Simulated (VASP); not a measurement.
Al2BN: single point with PBE

Al2BN:

```
Al B N
1.0
     2.54367    1.46859    2.40318
    -2.54367    1.46859    2.40318
     0.00000   -2.93718    2.40318
Al B N
2 1 1
Direct
  0.30977 0.30977 0.30977
  0.69023 0.69023 0.69023
  0.00000 0.00000 0.00000
  0.50000 0.50000 0.50000
```

The cell was built from a structure type or drawn by symmetry, and may not be a known phase.

```
Program             : VASP 6.6.1
Task                : single point
Functional          : PBE
Potentials or basis : VASP PAW PBE potentials, release 64 (Al, B, N)
Cutoff              : 520 eV
k mesh              : 6 × 6 × 6
Occupations         : gaussian, width 0.1 eV
Spin                : collinear spin, ferromagnetic start
Starting moments    : [0.0, 0.0, 0.0, 1.0] μB
```

| Item | Value |
| --- | --- |
| Pressure | 65.3 GPa |
| Largest force | 27.400 eV/Å |
| Band gap on the k mesh | zero (filled and empty bands overlap) |
| Net moment | 0.00 μB per cell |
| Valence electrons inside the program's atomic spheres | Al 1.12; B 1.58; N 4.25 |

Forces on the atoms (eV/Å):
```
Al    0.000   0.000 -27.400
Al    0.000   0.000  27.400
B     0.000   0.000   0.000
N     0.000   0.000   0.000
```

Stress tensor (GPa, compression positive):
```
  1.59   0.00   0.00
  0.00   1.59   0.00
  0.00   0.00 192.63
```

Levels at points of the mesh, in eV from the Fermi level:
Spin up:
| k point | band 4 | band 5 | band 6 | band 7 | band 8 | band 9 | band 10 | band 11 |
| --- | --- | --- | --- | --- | --- | --- | --- | --- |
| (0.00, 0.00, 0.00) | -4.08 | -4.08 | -0.94 | 0.82 | 0.82 | 1.71 | 1.71 | 2.81 |
| (0.50, 0.00, 0.00) | -4.17 | -3.65 | -3.02 | -0.01 | 0.48 | 2.94 | 3.79 | 4.19 |
| (0.50, 0.50, 0.00) | -6.01 | -4.15 | -1.68 | 0.06 | 0.17 | 1.29 | 4.59 | 5.54 |
| (0.50, 0.50, 0.50) | -5.07 | -5.03 | -3.97 | -2.01 | -2.01 | 1.33 | 5.08 | 5.08 |
Spin down:
| k point | band 3 | band 4 | band 5 | band 6 | band 7 | band 8 | band 9 | band 10 | band 11 | band 12 |
| --- | --- | --- | --- | --- | --- | --- | --- | --- | --- | --- |
| (0.00, 0.00, 0.00) | -5.21 | -4.08 | -4.08 | -0.94 | 0.82 | 0.82 | 1.71 | 1.71 | 2.81 | 8.45 |
| (0.50, 0.00, 0.00) | -4.86 | -4.17 | -3.65 | -3.02 | -0.01 | 0.48 | 2.94 | 3.79 | 4.19 | 5.90 |
| (0.50, 0.50, 0.00) | -6.35 | -6.01 | -4.15 | -1.68 | 0.06 | 0.17 | 1.29 | 4.59 | 5.54 | 6.71 |
| (0.50, 0.50, 0.50) | -5.06 | -5.06 | -5.03 | -3.97 | -2.01 | -2.01 | 1.33 | 5.08 | 5.08 | 8.41 |

Run time: 71 s on 1 thread of Intel Xeon 8259CL, on a shared host, peak memory 0.2 GiB.

Caveat: the cell stands under pressure; forces of over 1 eV/Å act on the atoms, so gaps and moduli don't describe the material at rest.
